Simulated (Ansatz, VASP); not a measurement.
Fe3Os in VASP and in Ansatz

Contents of INCAR:

```
  PREC = Accurate
  ENCUT = 600
  EDIFF = 1E-7
  ISMEAR = 0
  SIGMA = 0.1
  LREAL = False
  LASPH = True
  NELM = 100
  ALGO = Normal
  ISIF = 3
  LWAVE = False
  LCHARG = False
  GGA = PE
  IBRION = 2
  NSW = 100
  EDIFFG = -0.01
```

KPOINTS

```
regular mesh
0
Gamma
  12 12 12
```

File POSCAR:

```
Fe3Os
1.0
    3.5647033046      0.0000000000      0.0000000000
    0.0000000000      3.5647033046      0.0000000000
    0.0000000000      0.0000000000      3.5647033046
Fe Os
3 1
Direct
    0.0000000000      0.5000000000      0.5000000000
    0.5000000000      0.0000000000      0.5000000000
    0.5000000000      0.5000000000      0.0000000000
    0.0000000000      0.0000000000      0.0000000000
```

Input for Ansatz:

```yaml
crystal:
  lattice:
    - [3.5647033046, 0.0, 0.0]
    - [0.0, 3.5647033046, 0.0]
    - [0.0, 0.0, 3.5647033046]
  atoms:
    - { symbol: Fe, position: [0.0, 0.5, 0.5] }
    - { symbol: Fe, position: [0.5, 0.0, 0.5] }
    - { symbol: Fe, position: [0.5, 0.5, 0.0] }
    - { symbol: Os, position: [0.0, 0.0, 0.0] }
basis:
  ecutwfc: 420
kpoints:
  mp_grid: { grid: [12, 12, 12] }
hamiltonian:
  xc: pbe
scf:
  occupations: { method: gaussian, width: 0.1 }
output:
  forces: true
  stress: true
  eigenvalues: true
  write_density: true
  write_potential: true
  elf: true
  volumetric_format: npy
relax:
  adjacent_minimum: "off"
  f_tol: 0.01
  max_steps: 80
  cell: { stress_tol: 0.05 }
```

Alike in both runs: task relaxation of cell and atoms; functional PBE; k mesh 12 × 12 × 12; occupations gaussian, width 0.1 eV; no spin polarisation.

```csv
,VASP,Ansatz
version,VASP 6.6.1,Ansatz 0.2.0
potentials or method,"VASP PAW PBE potentials, release 64 (Fe, Os), cutoff 600 eV","scalar-relativistic, plane waves, PAW"
valence electrons in the cell,32,64
```

Ansatz gave:

```
gap on the k mesh at the Fermi level, each at its own relaxed structure (eV) : none
relaxed volume (Å³/atom)                                                     : 11.34
relaxed cell length with the largest relative difference (Å)                 : 3.567
```

Estimate VASP's values.

gap on the k mesh at the Fermi level, each at its own relaxed structure (eV): none; relaxed volume (Å³/atom): 11.32; relaxed cell length with the largest relative difference (Å): 3.565.

A gap of «none» marks a metal or a gap that the smearing closes. VASP's potentials hold 32 valence electrons a cell and Ansatz's 64, so a difference there can come from the potentials and not from the codes.

Spin-orbit coupling is off throughout. Noted on VASP's run: the relaxation stopped at its first step, so nothing moved.
